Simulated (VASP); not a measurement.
Input of a VASP 6.6.1 run:

The input INCAR:

```
SYSTEM = BaTiO3
PREC = Accurate
ENCUT = 1340
EDIFF = 1E-6
ISMEAR = 0
SIGMA = 0.02
LREAL = .False.
LASPH = .True.
NELM = 120
ALGO = Normal
ISIF = 2
LWAVE = .False.
LCHARG = .True.
GGA = PE
LELF = .True.
LVHAR = .True.
NBANDS = 28
GGA_COMPAT = .False.
```

Contents of KPOINTS:

```
Automatic mesh
0
Gamma
  8 8 6
  0 0 0
```

Contents of POSCAR:

```
BaTiO3
1.0
    3.9854497974      0.0000000000      0.0000000000
    0.0000000000      3.9854497974      0.0000000000
    0.0000000000      0.0000000000      4.0744681653
Ba Ti O
1 1 3
Direct
    0.5000000000      0.5000000000      0.5835366231
    0.0000000000      0.0000000000      0.0998646625
    0.0000000000      0.5000000000      0.0630312755
    0.5000000000      0.0000000000      0.0630312755
    0.0000000000      0.0000000000      0.5505331535
```

Potentials or basis: VASP PAW PBE potentials, release 64 (Ba_sv, Ti_sv, O_h).

The run is started by

```console
$ cat potpaw_PBE.64/Ba_sv/POTCAR potpaw_PBE.64/Ti_sv/POTCAR potpaw_PBE.64/O_h/POTCAR > POTCAR
$ mpirun -np 1 vasp_std > vasp.out
```

(1) Predict the pressure.

(2) Predict the band gap on the k mesh.

(3) Estimate the largest force.

## Answers

(1) 4.3 GPa.

(2) 1.80 eV (least direct gap 2.24 eV).

(3) 0.037 eV/Å.

Caveat: the cell stands under pressure; spin-orbit coupling is left out, which moves the levels of the heavy elements.
